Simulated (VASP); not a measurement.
A run of VASP 6.6.1:

Contents of INCAR:

```
ALGO = Normal
EDIFF = 1E-6
ENCUT = 520
GGA = PS
ISIF = 2
ISMEAR = 0
LASPH = T
LCHARG = F
LREAL = F
LWAVE = F
NBANDS = 16
NELM = 80
PREC = Accurate
SIGMA = 0.02
```

File KPOINTS:

```
k-points
0
Gamma
  10 10 8
```

The input POSCAR:

```
Si
1.0
    2.5539020566      2.5539020566      0.0000000000
   -2.5539020566      2.5539020566      0.0000000000
    0.0000000000      0.0000000000      5.1078041132
Si
4
Direct
    0.0000000000      0.5000000000      0.2500000000
    0.0000000000      0.0000000000      0.5000000000
    0.5000000000      0.0000000000      0.7500000000
    0.5000000000      0.5000000000      0.0000000000
```

Potentials or basis: VASP PAW PBE potentials, release 64 (Si).

Command:

```console
$ cat potpaw_PBE.64/Si/POTCAR > POTCAR
$ mpirun -np 1 vasp_std > vasp.out
```

Hardware: 1 thread of Intel(R) Xeon(R) Platinum 8488C (Sapphire Rapids), with other jobs on the host.

Q: Estimate the wall time of this run.

A: It took 110 s on 1 thread of Intel(R) Xeon(R) Platinum 8488C (Sapphire Rapids), with other jobs on the host, peak memory 0.22 GiB. Counts: scf iterations 11, k points 105.
